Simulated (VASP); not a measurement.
# In5Sb3As2 (P2/m) in VASP: single point with PBE

Aim: the single point of In5Sb3As2 with PBE.

Everything below comes from runs of VASP 6.6.1. Logs are shortened: lines on timing, memory, paths and dates and some standing lists are left out, and cuts for length are marked.

### 1 The cell of the first run

It takes space group P2/m (No. 10, monoclinic). The conventional cell has a = 6.610 Å, b = 5.574 Å, c = 7.335 Å, α = 90.00°, β = 92.35°, γ = 90.00°. Within 3.9 Å of In (site symmetry 2/m) lie 4 In at 2.97 to 3.14 Å and 4 As at 3.37 Å. In (site symmetry m) has 4 In at 2.97 to 3.39 Å and 4 Sb at 3.26 to 3.27 Å within 3.9 Å. Within 3.9 Å of In (site symmetry m) lie 4 In at 2.97 to 3.33 Å and 2 As at 3.05 Å and 2 Sb at 3.23 Å. Sb (site symmetry m) has 2 As at 2.87 to 2.94 Å and 2 Sb at 3.14 to 3.40 Å and 4 In at 3.23 to 3.27 Å within 3.8 Å. Within 3.9 Å of Sb (site symmetry 2/m) lie 2 As at 2.94 Å and 4 In at 3.26 Å and 2 Sb at 3.40 Å. Within 3.8 Å of As (site symmetry m) lie 3 Sb at 2.87 to 2.94 Å and 4 In at 3.05 to 3.37 Å and 1 As at 3.80 Å.

### 2 Single point, PBE

File INCAR:

```
SYSTEM = In5Sb3As2
PREC = Accurate
ENCUT = 520
EDIFF = 1E-6
ISMEAR = 0
SIGMA = 0.1
LREAL = .False.
LASPH = .True.
NELM = 100
ALGO = Fast
ISIF = 2
LWAVE = .False.
LCHARG = .False.
GGA = PE
NBANDS = 56
```

File KPOINTS:

```
regular mesh
0
Gamma
  6 8 6
  0 0 0
```

File POSCAR:

```
In5Sb3As2
1.0
    6.6093702014      0.0000000000      0.0841667719
    0.0000000000      5.5742328819      0.0000000000
   -0.3937869688      0.0000000000      7.3245605262
In Sb As
5 3 2
Direct
    0.5000000000      0.0000000000      0.0000000000
    0.8962396463      0.0000000000      0.2075205826
    0.3080861958      0.0000000000      0.3848308099
    0.6919138042      0.0000000000      0.6151691901
    0.1037603537      0.0000000000      0.7924794174
    0.7798572691      0.5000000000      0.4115060311
    0.2201427309      0.5000000000      0.5884939689
    0.0000000000      0.5000000000      0.0000000000
    0.3750797034      0.5000000000      0.2287206677
    0.6249202966      0.5000000000      0.7712793323
```

Potentials or basis: VASP PAW PBE potentials, release 64 (In_d, Sb, As).

The run is started by

```sh
$ cat potpaw_PBE.64/In_d/POTCAR potpaw_PBE.64/Sb/POTCAR potpaw_PBE.64/As/POTCAR > POTCAR
$ mpirun -np 1 vasp_std > vasp.out
```

OUTCAR:

```text
SYSTEM = In5Sb3As2
   PREC = Accurate
   ENCUT = 520
   EDIFF = 1E-6
   ISMEAR = 0
   LREAL = .False.
   LASPH = .True.
   NELM = 100
   ISIF = 2
   GGA = PE

 ion  position               nearest neighbor table
   1  0.500  0.000  0.000-   2 2.97   5 2.97   4 3.14   3 3.14   9 3.37  10 3.37   9 3.37  10 3.37

   2  0.896  0.000  0.208-   3 2.97   1 2.97   8 3.26   8 3.26   6 3.27   6 3.27   4 3.33   5 3.39

   3  0.308  0.000  0.385-   2 2.97   4 2.99   9 3.05   9 3.05   1 3.14   7 3.23   7 3.23   5 3.33

   4  0.692  0.000  0.615-   5 2.97   3 2.99  10 3.05  10 3.05   1 3.14   6 3.23   6 3.23   2 3.33

   5  0.104  0.000  0.792-   4 2.97   1 2.97   8 3.26   8 3.26   7 3.27   7 3.27   3 3.33   2 3.39

   6  0.780  0.500  0.412-  10 2.87   9 2.94   7 3.14   4 3.23   4 3.23   2 3.27   2 3.27   8 3.40

   7  0.220  0.500  0.588-   9 2.87  10 2.94   6 3.14   3 3.23   3 3.23   5 3.27   5 3.27   8 3.40

   8  0.000  0.500  0.000-   9 2.94  10 2.94   2 3.26   5 3.26   2 3.26   5 3.26   6 3.40   7 3.40

   9  0.375  0.500  0.229-   7 2.87   8 2.94   6 2.94   3 3.05   3 3.05   1 3.37   1 3.37
  10  0.625  0.500  0.771-   6 2.87   8 2.94   7 2.94   4 3.05   4 3.05   1 3.37   1 3.37

  LATTYP: Found a simple monoclinic cell.
 ALAT       =     6.6099060889
 B/A-ratio  =     0.8433149892
 C/A-ratio  =     1.1097190010
 COS(beta)  =    -0.0409655897

  Lattice vectors:

 A1 = (   6.6093702014,   0.0000000000,   0.0841667719)
 A2 = (   0.0000000000,   5.5742328819,   0.0000000000)
 A3 = (  -0.3937869688,   0.0000000000,   7.3245605262)

Analysis of symmetry for initial positions (statically):
=====================================================================
 Subroutine PRICEL returns:
 Original cell was already a primitive cell.

 Routine SETGRP: Setting up the symmetry group for a
 simple monoclinic supercell.

 Subroutine GETGRP returns: Found  4 space group operations
 (whereof  4 operations were pure point group operations)
 out of a pool of  4 trial point group operations.

The static configuration has the point symmetry C_2h.

Analysis of symmetry for dynamics (positions and initial velocities):
=====================================================================
 Subroutine PRICEL returns:
 Original cell was already a primitive cell.

 Routine SETGRP: Setting up the symmetry group for a
 simple monoclinic supercell.

 Subroutine GETGRP returns: Found  4 space group operations
 (whereof  4 operations were pure point group operations)
 out of a pool of  4 trial point group operations.

The dynamic configuration has the point symmetry C_2h.

 Subroutine INISYM returns: Found  4 space group operations
 (whereof  4 operations are pure point group operations),
 and found     1 'primitive' translations

----------------------------------------------------------------------------------------

                                     Primitive cell

  volume of cell :     270.0374

  direct lattice vectors                    reciprocal lattice vectors
     6.609370201  0.000000000  0.084166772     0.151196831  0.000000000  0.008128725
     0.000000000  5.574232882  0.000000000     0.000000000  0.179396882  0.000000000
    -0.393786969  0.000000000  7.324560526    -0.001737408  0.000000000  0.136433555

  length of vectors
     6.609906089  5.574232882  7.335138382     0.151415184  0.179396882  0.136444617

  position of ions in fractional coordinates (direct lattice)
     0.500000000  0.000000000  1.000000000
     0.896239646  0.000000000  0.207520583
     0.308086196  0.000000000  0.384830810
     0.691913804  0.000000000  0.615169190
     0.103760354  0.000000000  0.792479417
     0.779857269  0.500000000  0.411506031
     0.220142731  0.500000000  0.588493969
     0.000000000  0.500000000  0.000000000
     0.375079703  0.500000000  0.228720668
     0.624920297  0.500000000  0.771279332

  ion indices of the primitive-cell ions
   primitive index   ion index
                 1           1
                 2           2
                 3           3
                 4           4
                 5           5
                 6           6
                 7           7
                 8           8
                 9           9
                10          10

----------------------------------------------------------------------------------------

 KPOINTS: regular mesh

Automatic generation of k-mesh.
 Grid dimensions read from file:
 generate k-points for:    6    8    6

 Generating k-lattice:

  Cartesian coordinates                     Fractional coordinates (reciprocal lattice)
     0.025199472  0.000000000  0.001354788     0.166666667  0.000000000  0.000000000
     0.000000000  0.022424610  0.000000000     0.000000000  0.125000000  0.000000000
    -0.000289568  0.000000000  0.022738926     0.000000000  0.000000000  0.166666667

  Length of vectors
     0.025235864  0.022424610  0.022740770

  Shift w.r.t. Gamma in fractional coordinates (k-lattice)
     0.000000000  0.000000000  0.000000000

 Subroutine IBZKPT returns following result:
 ===========================================

 Found    100 irreducible k-points:

 Following reciprocal coordinates:
            Coordinates               Weight
  0.000000  0.000000  0.000000      1.000000
  0.166667  0.000000  0.000000      2.000000
  0.333333  0.000000 -0.000000      2.000000
  0.500000  0.000000 -0.000000      1.000000
  0.000000  0.125000  0.000000      2.000000
  0.166667  0.125000  0.000000      4.000000
[... 16 lines left out ...]
  0.333333  0.000000  0.166667      2.000000
  0.500000  0.000000  0.166667      2.000000
 [... further k-points ...]
   k-points           NKPTS =    100   k-points in BZ     NKDIM =    100   number of bands    NBANDS=     56
   number of dos      NEDOS =    301   number of ions     NIONS =     10
   total plane-waves  NPLWV = 117600
   dimension x,y,z NGX =    50 NGY =   42 NGZ =   56
   dimension x,y,z NGXF=   100 NGYF=   84 NGZF=  112
   ions per type =               5   3   2
   NGX,Y,Z   is equivalent  to a cutoff of  12.58, 12.53, 12.69 a.u.
   NGXF,Y,Z  is equivalent  to a cutoff of  25.15, 25.05, 25.38 a.u.
 SYSTEM =  In5Sb3As2
   PREC   = accura    normal or accurate (medium, high low for compatibility)
   ISTART =      0    job   : 0-new  1-cont  2-samecut
   ICHARG =      2    charge: 1-file 2-atom 10-const
   ISPIN  =      1    spin polarized calculation?
   LNONCOLLINEAR =      F non collinear calculations
   LSORBIT =      F    spin-orbit coupling
   LASPH  =      T    aspherical Exc in radial PAW
   ENCUT  =  520.0 eV  38.22 Ry    6.18 a.u.  12.29 10.36 13.64*2*pi/ulx,y,z
   NELM   =    100;   NELMIN=  2; NELMDL= -5     # of ELM steps
   EDIFF  = 0.1E-05   stopping-criterion for ELM
   LREAL  =      F    real-space projection
[... 7 lines left out ...]
   TEBEG  =    0.0;   TEEND  =   0.0 temperature during run
   PSTRESS=    0.0 pullay stress
   NELECT =      90.0000    total number of electrons
   NUPDOWN=      -1.0000    fix difference up-down
   EMIN   =  10.00;   EMAX   =-10.00  energy-range for DOS
   EFERMI =   0.00;   METHOD = LEGACY
   ISMEAR =     0;   SIGMA  =   0.10  broadening in eV -4-tet -1-fermi 0-gaus
   EFERMI_NEDOS =   21; number of points for ismear=-14 and -15
   IALGO  =     68    algorithm
   IMIX   =      4    mixing-type and parameters
     AMIX     =   0.40;   BMIX     =  1.00
     AMIX_MAG =   1.60;   BMIX_MAG =  1.00
  volume/ion in A,a.u.               =      27.00       182.23
  Fermi-wavevector in a.u.,A,eV,Ry     =   1.135048  2.144930 17.528857  1.288335
  Thomas-Fermi vector in A             =   2.271753
   LORBIT       =      0    0 simple, 1 ext, 2 COOP (PROOUT), +10 PAW based schemes
   GGA     = PE    functional components
   LHFCALC =     F    Hartree Fock is set to
   AEXX    =    0.0000 exact exchange contribution
   IVDW    =     0    specifies the selected vdW correction
   LEPSILON=     F    determine dielectric tensor
   LRPA    =     F    only Hartree local field effects (RPA)
 non-spin polarized calculation
 RMM-DIIS sequential band-by-band and
 Gauss-broadening in eV      SIGMA  =   0.10
  energy-cutoff  :      520.00
  volume of cell :      270.04
 maximum number of plane-waves:      7318
 NGX is ok and might be reduce to    50
   NGX = 25   NGY = 21   NGZ = 27

 number of electron      90.0000034 magnetization

 Free energy of the ion-electron system (eV)
  ---------------------------------------------------
  ext. energy  EPLUGINS =         0.00000000
  ---------------------------------------------------
  free energy    TOTEN  =       -33.73458633 eV

  energy without entropy =      -33.71014723  energy(sigma->0) =      -33.72236678

 E-fermi :   6.5959     XC(G=0):  -9.8868

 val. band max:        6.5845427068   @ k =   0.1667   0.3750   0.0000
 cond. band min:       6.5990205986   @ k =   0.3333   0.3750  -0.0000
 fundamental gap:      0.0144778918
 Fermi energy:         6.5958557600

 k-point     1 :       0.0000    0.0000    0.0000
  band No.  band energies     occupation
      1      -8.3015      2.00000
      2      -8.0652      2.00000
      3      -7.9963      2.00000
      4      -7.9911      2.00000
      5      -7.9684      2.00000
      6      -7.9557      2.00000
[... 48 lines left out ...]
     55       8.9910      0.00000
     56      10.9119      0.00000

 k-point     2 :       0.1667    0.0000    0.0000
  band No.  band energies     occupation
      1      -8.2747      2.00000
      2      -8.1041      2.00000
      3      -8.0593      2.00000
      4      -7.9766      2.00000
      5      -7.9728      2.00000
      6      -7.9707      2.00000
[... 48 lines left out ...]
     55       9.9908      0.00000
     56      10.4914      0.00000
[... 1237 lines left out ...]
     55      10.1889      0.00000
     56      11.0221      0.00000

 k-point    24 :       0.5000    0.0000    0.1667
  band No.  band energies     occupation
      1      -8.2066      2.00000
      2      -8.1277      2.00000
      3      -8.0857      2.00000
      4      -8.0312      2.00000
      5      -7.9806      2.00000
      6      -7.9742      2.00000
[... 48 lines left out ...]
     55      11.0043      0.00000
     56      11.0664      0.00000

 [... further k-points ...]

------------------------ aborting loop because EDIFF is reached ----------------------------------------

  FORCE on cell =-STRESS in cart. coord.  units (eV):
  Direction    XX          YY          ZZ          XY          YZ          ZX
  --------------------------------------------------------------------------------------
  -------------------------------------------------------------------------------------
  Total       -0.0584126     -0.0638506     -0.0445909      0.0000000      0.0000000     -0.0045751
  in kB       -0.3465717     -0.3788363     -0.2645651      0.0000000      0.0000000     -0.0271451
  external PRESSURE =      -0.3299910 kB  Pullay stress =       0.0000000 kB

 VOLUME and BASIS-vectors are now :
 -----------------------------------------------------------------------------
  energy-cutoff  :      520.00
  volume of cell :      270.04
      direct lattice vectors                 reciprocal lattice vectors
     6.609370201  0.000000000  0.084166772     0.151196831  0.000000000  0.008128725
     0.000000000  5.574232882  0.000000000     0.000000000  0.179396882  0.000000000
    -0.393786969  0.000000000  7.324560526    -0.001737408  0.000000000  0.136433555

 POSITION                                       TOTAL-FORCE (eV/Angst)
 -----------------------------------------------------------------------------------
      3.30469      0.00000      0.04208         0.000000     -0.000000      0.000000
      5.84186      0.00000      1.59543        -0.001433     -0.000000      0.000498
      1.88471      0.00000      2.84465        -0.001613     -0.000000      0.008781
      4.33087      0.00000      4.56408         0.001613     -0.000000     -0.008781
      0.37372      0.00000      5.81330         0.001433     -0.000000     -0.000498
      4.99232      2.78712      3.07974         0.000790     -0.000000     -0.008866
      1.22326      2.78712      4.32899        -0.000790     -0.000000      0.008866
      0.00000      2.78712      0.00000         0.000000     -0.000000      0.000000
      2.38897      2.78712      1.70685         0.007303      0.000000     -0.002112
      3.82661      2.78712      5.70188        -0.007303     -0.000000      0.002112
 -----------------------------------------------------------------------------------
    total drift:                                0.000000     -0.000000     -0.000000

  FREE ENERGIE OF THE ION-ELECTRON SYSTEM (eV)
  ---------------------------------------------------
  free  energy   TOTEN  =       -33.7345863265 eV

  energy  without entropy=      -33.7101472270  energy(sigma->0) =      -33.72236678
```

Wall time 47 min (1 thread of Oxide Virtual Turin-like, shared host); peak memory 1.2 GiB.

Results:

```yaml
Free_energy: -33.7346 eV
Pressure: 0.0 GPa
Largest_force: 0.009 eV/Å
Band_gap_on_the_k_mesh: zero (bands 45 and 46 overlap by 1.27 eV)
```

Forces on the atoms (eV/Å):
```
In   0.000  0.000  0.000
In  -0.001  0.000  0.000
In  -0.002  0.000  0.009
In   0.002  0.000 -0.009
In   0.001  0.000  0.000
Sb   0.001  0.000 -0.009
Sb  -0.001  0.000  0.009
Sb   0.000  0.000  0.000
As   0.007  0.000 -0.002
As  -0.007  0.000  0.002
```

Caveat: spin-orbit coupling is left out, which moves the levels of the heavy elements.
